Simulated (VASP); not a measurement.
Crystal: CdS (Greenockite).

```xyz
4
Lattice="4.1500 0.0000 0.0000 -2.0750 3.5940 0.0000 0.0000 0.0000 6.7370" Properties=species:S:1:pos:R:3 pbc="T T T"
Cd    0.0000    2.3960    0.0000
Cd    2.0750    1.1980    3.3685
S     0.0000    2.3960    2.5264
S     2.0750    1.1980    5.8949
```

* Program: VASP 6.6.1
* Task: relaxation of cell and atoms
* Functional: PBE
* Potentials or basis: VASP PAW PBE potentials, release 64 (Cd, S)
* Cutoff: 500 eV
* k mesh: 6 × 6 × 4
* Occupations: fermi-dirac, width 0.02 eV
* Spin: no spin polarisation

At the start: pressure 2.4 GPa; volume 25.12 Å³/atom.

Problem. Where does the relaxation end?

Solution. Over 5 steps the energy falls by 7.8 meV/atom and the volume is 26.16 Å³/atom (+4.2 %); space group P6_3mc (No. 186, to 0.05 Å).

Step by step:
| step | energy change (eV) | largest force (eV/Å) | pressure (GPa) | volume (Å³) |
| --- | --- | --- | --- | --- |
| 1 | 0.0000 | 0.0686 | 2.42 | 100.48 |
| 2 | -0.0282 | 0.0022 | -0.70 | 106.09 |
| 3 | -0.0313 | 0.0153 | 0.00 | 104.68 |
| 4 | -0.0313 | 0.0144 | -0.05 | 104.77 |
| 5 | -0.0313 | 0.0076 | 0.01 | 104.66 |

Final structure:
```
Cd S
1.0
     4.20125    0.00000    0.00000
    -2.10063    3.63839    0.00000
     0.00000    0.00000    6.84673
Cd S
2 2
Direct
  0.33333 0.66667 0.99952
  0.66667 0.33333 0.49952
  0.33333 0.66667 0.37548
  0.66667 0.33333 0.87548
```
